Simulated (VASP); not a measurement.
# SnO (Pmn2_1) in VASP: a series of runs, part 2 of 2

VASP 6.6.1.

### Step 3. Single point, r2SCAN

This run uses another cell than the first one, of 19.83 Å³/atom, 1.007 times its volume.

The input, POSCAR:

```
SnO
1.0
    3.3550050000      0.0000000000      0.0000000000
    0.0000000000      5.6741040000      0.0000000000
    0.0000000000      0.0000000000      4.1656770667
Sn O
2 2
Direct
    0.0000000000      0.2319090000      0.5131440000
    0.5000000000      0.7680910000      0.0131440000
    0.0000000000      0.8912500000      0.7368570000
    0.5000000000      0.1087500000      0.2368570000
```

The input, INCAR.step1:

```
PREC = Accurate
ENCUT = 520
ISMEAR = -1
SIGMA = 0.05
LREAL = False
LASPH = True
NELM = 80
NBANDS = 28
GGA = PE
ALGO = Normal
EDIFF = 1E-4
LWAVE = True
LCHARG = False
```

The input, INCAR.step2:

```
PREC = Accurate
ENCUT = 520
EDIFF = 1E-7
ISMEAR = -1
SIGMA = 0.05
LREAL = False
LASPH = True
NELM = 80
ALGO = Normal
ISIF = 2
LWAVE = False
LCHARG = True
METAGGA = R2SCAN
LMIXTAU = True
LELF = True
LVHAR = True
NBANDS = 28
ISTART = 1
```

The input, KPOINTS:

```
Automatic mesh
0
Gamma
  6 4 5
```

Potentials or basis: VASP PAW PBE potentials, release 64 (Sn_d, O).

Started as:

```console
$ cat potpaw_PBE.64/Sn_d/POTCAR potpaw_PBE.64/O/POTCAR > POTCAR
$ cp INCAR.step1 INCAR
$ mpirun -np 1 vasp_std > vasp.out
$ cp INCAR.step2 INCAR
$ mpirun -np 1 vasp_std > vasp.out
```

Run time: 4.6 min. Hardware: 1 thread of Intel Xeon Platinum 8259CL at 2.50GHz (Skylake/Cascade Lake), shared host; peak memory 0.23 GiB.

It converged, with:

- Free energy: -66.5708 eV
- Pressure: -1.8 GPa
- Largest force: 0.358 eV/Å
- Band gap on the k mesh: 1.92 eV, indirect (least direct gap 2.70 eV)

Forces in eV/Å, atoms in the order of the input:
```
Sn   0.000 -0.349 -0.080
Sn   0.000  0.349 -0.080
O    0.000  0.187  0.080
O    0.000 -0.187  0.080
```

Stress tensor (GPa, compression positive):
```
-2.70  0.00  0.00
 0.00 -1.25  0.00
 0.00  0.00 -1.46
```

Levels at points of the mesh, in eV from the valence-band top:
| k point | band 16 | band 17 | band 18 | band 19 | band 20 | band 21 | band 22 | band 23 | band 24 | band 25 |
| --- | --- | --- | --- | --- | --- | --- | --- | --- | --- | --- |
| (0.00, 0.00, 0.00) | -4.13 | -3.76 | -2.89 | -2.27 | 0.00 | 3.06 | 3.58 | 6.38 | 6.43 | 8.52 |
| (0.50, 0.00, 0.00) | -4.68 | -2.84 | -2.84 | -1.31 | -1.31 | 2.93 | 2.93 | 6.00 | 6.00 | 7.26 |
| (0.00, 0.50, 0.00) | -4.10 | -4.08 | -2.92 | -1.79 | -1.53 | 3.73 | 4.34 | 5.32 | 5.58 | 7.35 |
| (0.50, 0.50, 0.00) | -4.53 | -2.91 | -2.91 | -0.97 | -0.97 | 2.22 | 2.22 | 6.75 | 6.75 | 7.82 |

Caveat: the PAW data sets were made with another functional, which shifts forces and pressure a little; spin-orbit coupling is left out, which moves the levels of the heavy elements. A k mesh can miss the band edges.

### Step 4. Single point, r2SCAN

This run uses another cell than the first one, of 19.96 Å³/atom, 1.014 times its volume.

Changes to POSCAR since step 3:

```diff
@@ -4,3 +4,3 @@
     0.0000000000      5.6741040000      0.0000000000
-    0.0000000000      0.0000000000      4.1656770667
+    0.0000000000      0.0000000000      4.1938235333
 Sn O
```

The input, INCAR.step1:

```
PREC     = Accurate       # precision mode
ENCUT    = 520            # plane-wave cutoff, eV
ISMEAR   = -1             # smearing method
SIGMA    = 0.05           # smearing width, eV
LREAL    = F              # projectors in reciprocal space
LASPH    = T              # aspherical terms in the spheres
NELM     = 60             # most SCF steps
NBANDS   = 28             # bands
GGA      = PE             # functional
ALGO     = Normal         # electronic algorithm
EDIFF    = 1E-4           # SCF threshold, eV
LWAVE    = T              # write WAVECAR
LCHARG   = F              # write CHGCAR
```

The input, INCAR.step2:

```
PREC     = Accurate       # precision mode
ENCUT    = 520            # plane-wave cutoff, eV
EDIFF    = 1E-7           # SCF threshold, eV
ISMEAR   = -1             # smearing method
SIGMA    = 0.05           # smearing width, eV
LREAL    = F              # projectors in reciprocal space
LASPH    = T              # aspherical terms in the spheres
NELM     = 60             # most SCF steps
ALGO     = Normal         # electronic algorithm
ISIF     = 2              # what is computed and relaxed
LWAVE    = F              # write WAVECAR
LCHARG   = F              # write CHGCAR
METAGGA  = R2SCAN         # meta-GGA
LMIXTAU  = T            
NBANDS   = 28             # bands
ISTART   = 1
```

KPOINTS is that of step 3.

Potentials or basis: VASP PAW PBE potentials, release 64 (Sn_d, O).

Started as:

```console
$ cat potpaw_PBE.64/Sn_d/POTCAR potpaw_PBE.64/O/POTCAR > POTCAR
$ cp INCAR.step1 INCAR
$ mpirun -np 1 vasp_std > vasp.out
$ cp INCAR.step2 INCAR
$ mpirun -np 1 vasp_std > vasp.out
```

OUTCAR:

```text
PREC = Accurate
   ENCUT = 520
   EDIFF = 1E-7
   ISMEAR = -1
   LREAL = F
   LASPH = T
   NELM = 60
   ISIF = 2
   METAGGA = R2SCAN
   ISTART = 1

 ion  position               nearest neighbor table
   1  0.000  0.232  0.513-   3 2.15   4 2.16   4 2.16
   2  0.500  0.768  0.013-   4 2.15   3 2.16   3 2.16
   3  0.000  0.891  0.737-   1 2.15   2 2.16   2 2.16
   4  0.500  0.109  0.237-   2 2.15   1 2.16   1 2.16

  LATTYP: Found a simple orthorhombic cell.
 ALAT       =     3.3550050000
[... 945 lines left out ...]
  Direction    XX          YY          ZZ          XY          YZ          ZX
  --------------------------------------------------------------------------------------
  -------------------------------------------------------------------------------------
  Total       -1.5563965     -0.8272708     -0.9531854      0.0000000      0.0000000      0.0000000
  in kB      -31.2341871    -16.6018946    -19.1287837      0.0000000      0.0000000      0.0000000
  external PRESSURE =     -22.3216218 kB  Pullay stress =       0.0000000 kB

 VOLUME and BASIS-vectors are now :
 -----------------------------------------------------------------------------
  energy-cutoff  :      520.00
  volume of cell :       79.84
      direct lattice vectors                 reciprocal lattice vectors
     3.355005000  0.000000000  0.000000000     0.298062149  0.000000000  0.000000000
     0.000000000  5.674104000  0.000000000     0.000000000  0.176239279  0.000000000
     0.000000000  0.000000000  4.193823533     0.000000000  0.000000000  0.238445894

 POSITION                                       TOTAL-FORCE (eV/Angst)
 -----------------------------------------------------------------------------------
      0.00000      1.31588      2.15204         0.000000     -0.418375     -0.117794
      1.67750      4.35823      0.05512         0.000000      0.418375     -0.117794
      0.00000      5.05705      3.09025         0.000000      0.188602      0.117794
      1.67750      0.61706      0.99334         0.000000     -0.188602      0.117794
 -----------------------------------------------------------------------------------
    total drift:                                0.000000      0.000000     -0.006612

  FREE ENERGIE OF THE ION-ELECTRON SYSTEM (eV)
  ---------------------------------------------------
  free  energy   TOTEN  =       -66.5656459183 eV

  energy  without entropy=      -66.5656459178  energy(sigma->0) =      -66.56564592
```

It took 4.2 min on 1 thread of Intel Xeon Platinum 8259CL at 2.50GHz (Skylake/Cascade Lake), shared host; peak memory 0.23 GiB.

Results:

| Quantity | Value |
| --- | --- |
| Free energy | -66.5656 eV |
| Pressure | -2.2 GPa |
| Largest force | 0.435 eV/Å |
| Band gap on the k mesh | 1.93 eV, indirect (least direct gap 2.70 eV) |

Forces in eV/Å, atoms in the order of the input:
```
Sn   0.000 -0.418 -0.118
Sn   0.000  0.418 -0.118
O    0.000  0.189  0.118
O    0.000 -0.189  0.118
```

Stress tensor (GPa, compression positive):
```
-3.12  0.00  0.00
 0.00 -1.66  0.00
 0.00  0.00 -1.91
```

Caveat: the PAW data sets were made with another functional, which shifts forces and pressure a little; spin-orbit coupling is left out, which moves the levels of the heavy elements. r2SCAN opens gaps a little over a GGA but as a rule still falls short of measured ones.

### Step 5. The runs side by side

```csv
cell,gap on the mesh (eV),pressure (GPa),largest force (eV/Å)
"a = 3.355, b = 5.674, c = 4.138 Å, 4 atoms",1.89,-1.4,0.28
"a = 3.355, b = 5.674, c = 4.166 Å, 4 atoms",1.92,-1.8,0.36
"a = 3.355, b = 5.674, c = 4.194 Å, 4 atoms",1.93,-2.2,0.43
```

Alike in all rows: task single point; level r2SCAN; potentials or basis VASP PAW PBE potentials, release 64 (Sn_d, O); no spin polarisation; k mesh 6 × 4 × 5; cutoff (eV) 520; smearing fermi-dirac 0.05 eV.

Caveats: the PAW data sets were made with another functional, which shifts forces and pressure a little; spin-orbit coupling is left out, which moves the levels of the heavy elements.

Absolute energies hang on the potentials; compare differences alone.
